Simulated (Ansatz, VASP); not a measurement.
# One calculation of MnPt2, two programs

File INCAR:

```
SYSTEM = MnPt2
ALGO     = Normal         ! electronic algorithm
EDIFF    = 1E-7           ! SCF threshold, eV
ENCUT    = 520            ! plane-wave cutoff, eV
GGA      = PE             ! functional
ISIF     = 2              ! what is computed and relaxed
ISMEAR   = -1             ! smearing method
ISPIN    = 2              ! spin polarisation
LASPH    = .TRUE.         ! aspherical terms in the spheres
LCHARG   = .TRUE.         ! write CHGCAR
LELF     = .TRUE.         ! ELF
LMAXMIX  = 4              ! l up to which the mixer works
LORBIT   = 11             ! projections on sites
LREAL    = .FALSE.        ! projectors in reciprocal space
LVHAR    = .TRUE.       
LWAVE    = .FALSE.        ! write WAVECAR
MAGMOM   = 0 0 0          ! initial moments
NBANDS   = 28             ! bands
NELM     = 150            ! most SCF steps
NUPDOWN  = 0.0            ! fixed moment
PREC     = Accurate       ! precision mode
SIGMA    = 0.05           ! smearing width, eV
```

Contents of KPOINTS:

```
k-points
0
G
  9 9 4
  0 0 0
```

The input POSCAR:

```
MnPt2
1.0
    2.8584044518      0.0000000000      0.0000000000
   -1.4292022259      2.4754508696      0.0000000000
    0.0000000000      0.0000000000      6.5325040000
Pt Mn
2 1
Direct
    0.6666666667      0.3333333333      0.3162060000
    0.3333333333      0.6666666667      0.6837940000
    0.0000000000      0.0000000000      0.0000000000
```

input.yaml

```yaml
crystal:
  lattice:
    - [2.8584044518, 0.0, 0.0]
    - [-1.4292022259, 2.4754508696, 0.0]
    - [0.0, 0.0, 6.532504]
  atoms:
    - { symbol: Pt, position: [0.6666666667, 0.3333333333, 0.316206] }
    - { symbol: Pt, position: [0.3333333333, 0.6666666667, 0.683794] }
    - { symbol: Mn, position: [0.0, 0.0, 0.0] }
hamiltonian:
  xc: pbe
  pseudopotentials: { kind: paw }
magnetization:
  spin_polarized: true
  initial_magnetization: 0.0
  spin_locking: { lock_magnetization: hard }
kpoints:
  mp_grid: { grid: [9, 9, 4] }
scf:
  occupations: { method: fermi_dirac, width: 0.05 }
  lower_state_search: "off"
output:
  forces: true
  stress: true
  eigenvalues: true
```

Alike in both runs: task single point; functional PBE; k mesh 9 × 9 × 4; occupations fermi-dirac, width 0.05 eV; collinear spin; fixed moment 0 μB.

|  | VASP | Ansatz |
| --- | --- | --- |
| version | VASP 6.6.1 | Ansatz 0.2.0 |
| potentials or method | VASP PAW PBE potentials, release 64 (Pt, Mn_pv) | Ansatz PAW |
| plane-wave cutoff (eV) | 520 | 420 |
| valence electrons in the cell | 33 | 51 |

|  | VASP | Ansatz | Ansatz less VASP |
| --- | --- | --- | --- |
| pressure (GPa) | -17.2 | -17.0 | +0.23 |
| traceless stress, the component that is largest in VASP (GPa) | 7.99 | 8.01 | +0.021 |
| rms of the force components (eV/Å) | 0.153 | 0.155 | +0.0020 |
| net moment per atom (μB) | 0.00 | 0.00 | 0.000 |

Atom by atom the forces differ by 0.002 eV/Å (rms over components). VASP's potentials hold 33 valence electrons a cell and Ansatz's 51, so a difference there can come from the potentials and not from the codes.

Neither program's run includes spin-orbit coupling.
